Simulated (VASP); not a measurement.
# AlAs (F-43m) in VASP: settings compared

Aim: see how the results for AlAs move with the level of theory and the settings. Levels: r2SCAN+D3(BJ), r2SCAN. Tasks: single point.

Program: VASP 6.6.1. These are calculated values, not measurements. Logs are shortened: lines on timing, memory, paths and dates and some standing lists are left out, and cuts for length are marked.

### 1 The cell of the first run

It takes space group F-43m (No. 216, cubic). The conventional cell has a = 5.653 Å, b = 5.653 Å, c = 5.653 Å, α = 90.00°, β = 90.00°, γ = 90.00°. Within 3.2 Å of Al (site symmetry -43m) lie 4 As at 2.45 Å. Within 3.2 Å of As (site symmetry -43m) lie 4 Al at 2.45 Å.

### 2 Single point, r2SCAN+D3(BJ) (22.58 Å³/atom)

File POSCAR:

```
AlAs
1.0
    0.0000000000      2.8266211302      2.8266211302
    2.8266211302      0.0000000000      2.8266211302
    2.8266211302      2.8266211302      0.0000000000
Al As
1 1
Direct
    0.0000000000      0.0000000000      0.0000000000
    0.7500000000      0.7500000000      0.7500000000
```

File INCAR.step1:

```
PREC = Accurate ; ENCUT = 550
ISMEAR = 0 ; SIGMA = 0.05
LREAL = False ; LASPH = True
NELM = 120 ; NBANDS = 11
GGA = PE ; ALGO = Normal
EDIFF = 1E-5 ; LWAVE = True
LCHARG = False ; GGA_COMPAT = False
```

File INCAR.step2:

```
PREC = Accurate ; ENCUT = 550
EDIFF = 1E-6 ; ISMEAR = 0
SIGMA = 0.05 ; LREAL = False
LASPH = True ; NELM = 120
ALGO = Normal ; ISIF = 2
LWAVE = False ; LCHARG = False
METAGGA = R2SCAN ; LMIXTAU = True
IVDW = 12 ; VDW_S6 = 1.0
VDW_S8 = 0.78981345 ; VDW_A1 = 0.49484001
VDW_A2 = 5.73083694 ; NBANDS = 11
ISTART = 1 ; GGA_COMPAT = False
```

File KPOINTS:

```
regular mesh
0
Gamma
  8 8 8
```

Potentials or basis: VASP PAW PBE potentials, release 64 (Al, As).

Started as:

```
> cat potpaw_PBE.64/Al/POTCAR potpaw_PBE.64/As/POTCAR > POTCAR
> cp INCAR.step1 INCAR
> mpirun -np 1 vasp_std > vasp.out
> cp INCAR.step2 INCAR
> mpirun -np 1 vasp_std > vasp.out
```

OUTCAR:

```text
PREC = Accurate
   ENCUT = 550
   EDIFF = 1E-6
   ISMEAR = 0
   LREAL = False
   LASPH = True
   NELM = 120
   ISIF = 2
   METAGGA = R2SCAN
   IVDW = 12
   ISTART = 1
 IVDW          = 12

 ion  position               nearest neighbor table
   1  0.000  0.000  0.000-   2 2.45   2 2.45   2 2.45   2 2.45
   2  0.750  0.750  0.750-   1 2.45   1 2.45   1 2.45   1 2.45

  LATTYP: Found a face centered cubic cell.
 ALAT       =     5.6532422604

  Lattice vectors:

 A1 = (   0.0000000000,   2.8266211302,   2.8266211302)
 A2 = (   2.8266211302,   0.0000000000,   2.8266211302)
 A3 = (   2.8266211302,   2.8266211302,   0.0000000000)

Analysis of symmetry for initial positions (statically):
=====================================================================
 Subroutine PRICEL returns:
 Original cell was already a primitive cell.

 Routine SETGRP: Setting up the symmetry group for a
 face centered cubic supercell.

 Subroutine GETGRP returns: Found 24 space group operations
 (whereof 24 operations were pure point group operations)
 out of a pool of 48 trial point group operations.

The static configuration has the point symmetry T_d .

Analysis of symmetry for dynamics (positions and initial velocities):
=====================================================================
 Subroutine PRICEL returns:
 Original cell was already a primitive cell.

 Routine SETGRP: Setting up the symmetry group for a
 face centered cubic supercell.

 Subroutine GETGRP returns: Found 24 space group operations
 (whereof 24 operations were pure point group operations)
 out of a pool of 48 trial point group operations.

The dynamic configuration has the point symmetry T_d .

 Subroutine INISYM returns: Found 24 space group operations
 (whereof 24 operations are pure point group operations),
 and found     1 'primitive' translations

----------------------------------------------------------------------------------------

                                     Primitive cell

  volume of cell :      45.1682

  direct lattice vectors                    reciprocal lattice vectors
     0.000000000  2.826621130  2.826621130    -0.176889642  0.176889642  0.176889642
     2.826621130  0.000000000  2.826621130     0.176889642 -0.176889642  0.176889642
     2.826621130  2.826621130  0.000000000     0.176889642  0.176889642 -0.176889642

  length of vectors
     3.997445938  3.997445938  3.997445938     0.306381847  0.306381847  0.306381847

  position of ions in fractional coordinates (direct lattice)
     0.000000000  0.000000000  0.000000000
     0.750000000  0.750000000  0.750000000

  ion indices of the primitive-cell ions
   primitive index   ion index
                 1           1
                 2           2

----------------------------------------------------------------------------------------

 KPOINTS: regular mesh

Automatic generation of k-mesh.
 Grid dimensions read from file:
 generate k-points for:    8    8    8

 Generating k-lattice:

  Cartesian coordinates                     Fractional coordinates (reciprocal lattice)
    -0.022111205  0.022111205  0.022111205     0.125000000  0.000000000  0.000000000
     0.022111205 -0.022111205  0.022111205     0.000000000  0.125000000  0.000000000
     0.022111205  0.022111205 -0.022111205     0.000000000  0.000000000  0.125000000

  Length of vectors
     0.038297731  0.038297731  0.038297731

  Shift w.r.t. Gamma in fractional coordinates (k-lattice)
     0.000000000  0.000000000  0.000000000

 Subroutine IBZKPT returns following result:
 ===========================================

 Found     29 irreducible k-points:

 Following reciprocal coordinates:
            Coordinates               Weight
  0.000000  0.000000  0.000000      1.000000
  0.125000  0.000000  0.000000      8.000000
  0.250000  0.000000  0.000000      8.000000
  0.375000  0.000000  0.000000      8.000000
  0.500000  0.000000  0.000000      4.000000
  0.125000  0.125000  0.000000      6.000000
[... 16 lines left out ...]
  0.500000  0.250000  0.125000     48.000000
 -0.375000  0.250000  0.125000     24.000000
 [... further k-points ...]
   k-points           NKPTS =     29   k-points in BZ     NKDIM =     29   number of bands    NBANDS=     11
   number of dos      NEDOS =    301   number of ions     NIONS =      2
   total plane-waves  NPLWV =  32768
   dimension x,y,z NGX =    32 NGY =   32 NGZ =   32
   dimension x,y,z NGXF=    64 NGYF=   64 NGZF=   64
   ions per type =               1   1
   NGX,Y,Z   is equivalent  to a cutoff of  13.31, 13.31, 13.31 a.u.
   NGXF,Y,Z  is equivalent  to a cutoff of  26.62, 26.62, 26.62 a.u.
 SYSTEM =  unknown system
   PREC   = accura    normal or accurate (medium, high low for compatibility)
   ISTART =      1    job   : 0-new  1-cont  2-samecut
   ICHARG =      0    charge: 1-file 2-atom 10-const
   ISPIN  =      1    spin polarized calculation?
   LNONCOLLINEAR =      F non collinear calculations
   LSORBIT =      F    spin-orbit coupling
   LASPH  =      T    aspherical Exc in radial PAW
   ENCUT  =  550.0 eV  40.42 Ry    6.36 a.u.   7.64  7.64  7.64*2*pi/ulx,y,z
   NELM   =    120;   NELMIN=  2; NELMDL=  0     # of ELM steps
   EDIFF  = 0.1E-05   stopping-criterion for ELM
   LREAL  =      F    real-space projection
   EDIFFG = 0.1E-04   stopping-criterion for IOM
   NSW    =      0    number of steps for IOM
   IBRION =     -1    ionic relax: 0-MD 1-quasi-New 2-CG
   NFREE  =      0    steps in history (QN), initial steepest desc. (CG)
   ISIF   =      2    stress and relaxation
   ISYM   =      2    0-nonsym 1-usesym 2-fastsym
   POTIM  = 0.5000    time-step for ionic-motion
   TEBEG  =    0.0;   TEEND  =   0.0 temperature during run
   PSTRESS=    0.0 pullay stress
   NELECT =       8.0000    total number of electrons
   NUPDOWN=      -1.0000    fix difference up-down
   EMIN   =  10.00;   EMAX   =-10.00  energy-range for DOS
   EFERMI =   0.00;   METHOD = LEGACY
   ISMEAR =     0;   SIGMA  =   0.05  broadening in eV -4-tet -1-fermi 0-gaus
   EFERMI_NEDOS =   21; number of points for ismear=-14 and -15
   IALGO  =     38    algorithm
   IMIX   =      4    mixing-type and parameters
     AMIX     =   0.40;   BMIX     =  1.00
     AMIX_MAG =   1.60;   BMIX_MAG =  1.00
  volume/ion in A,a.u.               =      22.58       152.41
  Fermi-wavevector in a.u.,A,eV,Ry     =   0.919378  1.737372 11.500393  0.845255
  Thomas-Fermi vector in A             =   2.044565
   LORBIT       =      0    0 simple, 1 ext, 2 COOP (PROOUT), +10 PAW based schemes
   METAGGA = R2SCAN    functional components
   LHFCALC =     F    Hartree Fock is set to
   AEXX    =    0.0000 exact exchange contribution
   IVDW    =    12    specifies the selected vdW correction
   LEPSILON=     F    determine dielectric tensor
   LRPA    =     F    only Hartree local field effects (RPA)
 non-spin polarized calculation
 Gauss-broadening in eV      SIGMA  =   0.05
  energy-cutoff  :      550.00
  volume of cell :       45.17
 maximum number of plane-waves:      1363
   NGX = 15   NGY = 15   NGZ = 15

 number of electron       8.0000001 magnetization

 Free energy of the ion-electron system (eV)
  ---------------------------------------------------
  ext. energy  EPLUGINS =         0.00000000
  ---------------------------------------------------
  free energy    TOTEN  =       -22.69374933 eV

  energy without entropy =      -22.69374933  energy(sigma->0) =      -22.69374933

 E-fermi :   3.9446     XC(G=0):  -9.4649

 val. band max:        3.6992657810   @ k =   0.0000   0.0000   0.0000
 cond. band min:       5.4847519281   @ k =   0.5000   0.5000   0.0000
 fundamental gap:      1.7854861471
 Fermi energy:         3.9446106924

 k-point     1 :       0.0000    0.0000    0.0000
  band No.  band energies     occupation
      1      -8.6433      2.00000
      2       3.6993      2.00000
      3       3.6993      2.00000
      4       3.6993      2.00000
      5       6.4419      0.00000
      6       8.4179      0.00000
      7       8.4179      0.00000
      8       8.4179      0.00000
      9      13.2283      0.00000
     10      13.2283      0.00000
     11      13.4705      0.00000

 k-point     2 :       0.1250    0.0000    0.0000
  band No.  band energies     occupation
      1      -8.4823      2.00000
      2       2.3106      2.00000
      3       3.5346      2.00000
      4       3.5346      2.00000
      5       7.0969      0.00000
      6       8.7127      0.00000
      7       8.7127      0.00000
      8       8.8972      0.00000
      9      12.6381      0.00000
     10      12.6381      0.00000
     11      14.1825      0.00000

 k-point     3 :       0.2500    0.0000    0.0000
  band No.  band energies     occupation
      1      -8.0353      2.00000
      2       0.2787      2.00000
      3       3.2065      2.00000
      4       3.2065      2.00000
      5       6.8583      0.00000
      6       9.0648      0.00000
      7       9.0648      0.00000
      8      10.7974      0.00000
      9      12.5595      0.00000
     10      12.5595      0.00000
     11      13.8899      0.00000

 k-point     4 :       0.3750    0.0000    0.0000
  band No.  band energies     occupation
      1      -7.4569      2.00000
      2      -1.3464      2.00000
      3       2.9421      2.00000
      4       2.9421      2.00000
      5       6.5002      0.00000
      6       8.9332      0.00000
      7       8.9332      0.00000
      8      12.0806      0.00000
      9      13.9534      0.00000
     10      13.9534      0.00000
     11      14.2956      0.00000
[... 239 lines left out ...]
 k-point    22 :       0.3750    0.2500    0.1250
  band No.  band energies     occupation
      1      -7.6609      2.00000
      2      -0.1019      2.00000
      3       1.7022      2.00000
      4       2.7017      2.00000
      5       7.7211      0.00000
      6       8.5340      0.00000
      7       9.4716      0.00000
      8      10.7876      0.00000
      9      12.5048      0.00000
     10      14.8953      0.00000
     11      16.6450      0.00000

 k-point    23 :       0.5000    0.2500    0.1250
  band No.  band energies     occupation
      1      -7.1398      2.00000
      2      -1.1735      2.00000
      3       1.1073      2.00000
      4       2.3061      2.00000
      5       7.8278      0.00000
      6       8.6550      0.00000
      7      10.0198      0.00000
      8      11.1320      0.00000
      9      13.7422      0.00000
     10      15.0573      0.00000
     11      16.7289      0.00000

 k-point    24 :      -0.3750    0.2500    0.1250
  band No.  band energies     occupation
      1      -6.8703      2.00000
      2      -1.6825      2.00000
      3       0.9571      2.00000
      4       2.1145      2.00000
      5       7.8238      0.00000
      6       8.4120      0.00000
      7      10.9473      0.00000
      8      11.9357      0.00000
      9      12.7530      0.00000
     10      15.4953      0.00000
     11      16.8915      0.00000

 [... further k-points ...]

------------------------ aborting loop because EDIFF is reached ----------------------------------------

 Edisp (eV)   -0.29921

 E8    (eV) :    -0.1015

  FORCE on cell =-STRESS in cart. coord.  units (eV):
  Direction    XX          YY          ZZ          XY          YZ          ZX
  --------------------------------------------------------------------------------------
  -------------------------------------------------------------------------------------
  Total      -0.02026    -0.02026    -0.02026     0.00000    -0.00000     0.00000
  in kB      -0.71876    -0.71876    -0.71876     0.00000    -0.00000     0.00000
  external pressure =       -0.72 kB  Pullay stress =        0.00 kB

 VOLUME and BASIS-vectors are now :
 -----------------------------------------------------------------------------
  energy-cutoff  :      550.00
  volume of cell :       45.17
      direct lattice vectors                 reciprocal lattice vectors
     0.000000000  2.826621130  2.826621130    -0.176889642  0.176889642  0.176889642
     2.826621130  0.000000000  2.826621130     0.176889642 -0.176889642  0.176889642
     2.826621130  2.826621130  0.000000000     0.176889642  0.176889642 -0.176889642

 POSITION                                       TOTAL-FORCE (eV/Angst)
 -----------------------------------------------------------------------------------
      0.00000      0.00000      0.00000         0.000000      0.000000      0.000000
      4.23993      4.23993      4.23993        -0.000000     -0.000000     -0.000000
 -----------------------------------------------------------------------------------
    total drift:                               -0.000000     -0.000000     -0.000000

  FREE ENERGIE OF THE ION-ELECTRON SYSTEM (eV)
  ---------------------------------------------------
  free  energy   TOTEN  =       -22.9929568747 eV

  energy  without entropy=      -22.9929568747  energy(sigma->0) =      -22.99295687
```

Run time: 46 s. Hardware: 1 thread of Intel Xeon 6975P-C (Granite Rapids), shared host; peak memory 0.19 GiB.

Results:

* Free energy: -22.9930 eV
* Pressure: -0.1 GPa
* Band gap on the k mesh: 1.79 eV (least direct gap 2.74 eV)
* Dispersion energy per atom: -0.150 eV

Levels at points of the mesh, in eV from the valence-band top:
```csv
k point,band 2,band 3,band 4,band 5,band 6,band 7
"(0.00, 0.00, 0.00)",0.00,0.00,0.00,2.74,4.72,4.72
"(0.50, 0.00, 0.00)",-5.71,-0.85,-0.85,2.67,5.11,5.11
"(0.50, 0.50, 0.00)",-5.56,-2.25,-2.25,1.79,2.69,11.22
```

Caveat: three body term missing; the PAW data sets were made with another functional, which shifts forces and pressure a little.

### 3 Single point, r2SCAN+D3(BJ) (22.64 Å³/atom)

This run uses another cell than the first one, of 22.64 Å³/atom.

File POSCAR:

```
AlAs
1.0
    0.0000000000      2.8288153099      2.8288153099
    2.8288153099      0.0000000000      2.8288153099
    2.8288153099      2.8288153099      0.0000000000
Al As
1 1
Direct
    0.0000000000      0.0000000000      0.0000000000
    0.7500000000      0.7500000000      0.7500000000
```

File INCAR.step1:

```
PREC     = Accurate       # precision mode
ENCUT    = 550            # plane-wave cutoff, eV
ISMEAR   = 0              # smearing method
SIGMA    = 0.05           # smearing width, eV
LREAL    = F              # projectors in reciprocal space
LASPH    = T              # aspherical terms in the spheres
NELM     = 120            # most SCF steps
NBANDS   = 11             # bands
GGA      = PE             # functional
ALGO     = Normal         # electronic algorithm
EDIFF    = 1E-5           # SCF threshold, eV
LWAVE    = T              # write WAVECAR
LCHARG   = F              # write CHGCAR
GGA_COMPAT= F
```

File INCAR.step2:

```
PREC     = Accurate       # precision mode
ENCUT    = 550            # plane-wave cutoff, eV
EDIFF    = 1E-6           # SCF threshold, eV
ISMEAR   = 0              # smearing method
SIGMA    = 0.05           # smearing width, eV
LREAL    = F              # projectors in reciprocal space
LASPH    = T              # aspherical terms in the spheres
NELM     = 120            # most SCF steps
ALGO     = Normal         # electronic algorithm
ISIF     = 2              # what is computed and relaxed
LWAVE    = F              # write WAVECAR
LCHARG   = F              # write CHGCAR
METAGGA  = R2SCAN         # meta-GGA
LMIXTAU  = T            
IVDW     = 12             # dispersion correction
VDW_S6   = 1.0          
VDW_S8   = 0.78981345   
VDW_A1   = 0.49484001   
VDW_A2   = 5.73083694   
NBANDS   = 11             # bands
ISTART   = 1            
GGA_COMPAT= F
```

KPOINTS is that of step 2.

Potentials or basis: VASP PAW PBE potentials, release 64 (Al, As).

Started as:

```
> cat potpaw_PBE.64/Al/POTCAR potpaw_PBE.64/As/POTCAR > POTCAR
> cp INCAR.step1 INCAR
> mpirun -np 1 vasp_std > vasp.out
> cp INCAR.step2 INCAR
> mpirun -np 1 vasp_std > vasp.out
```

Run time: 44 s. Hardware: 1 thread of Intel Xeon Platinum 8488C (Sapphire Rapids), shared host; peak memory 0.2 GiB.

It converged, with:

| Item | Value |
| --- | --- |
| Free energy | -22.9928 eV |
| Pressure | -0.3 GPa |
| Band gap on the k mesh | 1.79 eV (least direct gap 2.72 eV) |
| Dispersion energy per atom | -0.149 eV |

Levels at points of the mesh, in eV from the valence-band top:
| k point | band 2 | band 3 | band 4 | band 5 | band 6 | band 7 |
| --- | --- | --- | --- | --- | --- | --- |
| (0.00, 0.00, 0.00) | 0.00 | 0.00 | 0.00 | 2.72 | 4.71 | 4.71 |
| (0.50, 0.00, 0.00) | -5.70 | -0.85 | -0.85 | 2.66 | 5.11 | 5.11 |
| (0.50, 0.50, 0.00) | -5.55 | -2.25 | -2.25 | 1.79 | 2.69 | 11.20 |

Caveat: three body term missing; the PAW data sets were made with another functional, which shifts forces and pressure a little.

### 4 Single point, r2SCAN (22.88 Å³/atom)

This run uses another cell than the first one, of 22.88 Å³/atom.

File POSCAR:

```
AlAs
1.0
    0.0000000000      2.8389659250      2.8389659250
    2.8389659250      0.0000000000      2.8389659250
    2.8389659250      2.8389659250      0.0000000000
Al As
1 1
Direct
    0.0000000000      0.0000000000      0.0000000000
    0.7500000000      0.7500000000      0.7500000000
```

File INCAR.step1:

```
SYSTEM = AlAs
ALGO = Normal
EDIFF = 1E-5
ENCUT = 550
GGA = PE
GGA_COMPAT = .False.
ISMEAR = 0
LASPH = .True.
LCHARG = .False.
LREAL = .False.
LWAVE = .True.
NBANDS = 11
NELM = 120
PREC = Accurate
SIGMA = 0.05
```

File INCAR.step2:

```
SYSTEM = AlAs
ALGO = Normal
EDIFF = 1E-6
ENCUT = 550
GGA_COMPAT = .False.
ISIF = 2
ISMEAR = 0
ISTART = 1
LASPH = .True.
LCHARG = .False.
LMIXTAU = .True.
LREAL = .False.
LWAVE = .False.
METAGGA = R2SCAN
NBANDS = 11
NELM = 120
PREC = Accurate
SIGMA = 0.05
```

File KPOINTS:

```
k-points
0
Gamma
  8 8 8
  0 0 0
```

Started as:

```
> cat potpaw_PBE.64/Al/POTCAR potpaw_PBE.64/As/POTCAR > POTCAR
> cp INCAR.step1 INCAR
> mpirun -np 1 vasp_std > vasp.out
> cp INCAR.step2 INCAR
> mpirun -np 1 vasp_std > vasp.out
```

Run time: 38 s. Hardware: 1 thread of Intel Xeon Platinum 8488C (Sapphire Rapids), shared host; peak memory 0.19 GiB.

The run converged. Its results:

```yaml
Free_energy: -22.6954 eV
Pressure: 0.0 GPa
Band_gap_on_the_k_mesh: 1.81 eV (least direct gap 2.63 eV)
```

Levels at points of the mesh, in eV from the valence-band top:
| k point | band 1 | band 2 | band 3 | band 4 | band 5 | band 6 | band 7 | band 8 | band 9 |
| --- | --- | --- | --- | --- | --- | --- | --- | --- | --- |
| (0.00, 0.00, 0.00) | -12.27 | 0.00 | 0.00 | 0.00 | 2.63 | 4.69 | 4.69 | 4.69 | 9.50 |
| (0.50, 0.00, 0.00) | -10.80 | -5.66 | -0.84 | -0.84 | 2.61 | 5.10 | 5.10 | 8.38 | 11.99 |
| (0.50, 0.50, 0.00) | -10.23 | -5.51 | -2.22 | -2.22 | 1.81 | 2.68 | 11.11 | 11.11 | 12.60 |

Caveat: the PAW data sets were made with another functional, which shifts forces and pressure a little.

(Part 1 of 2 ends here.)
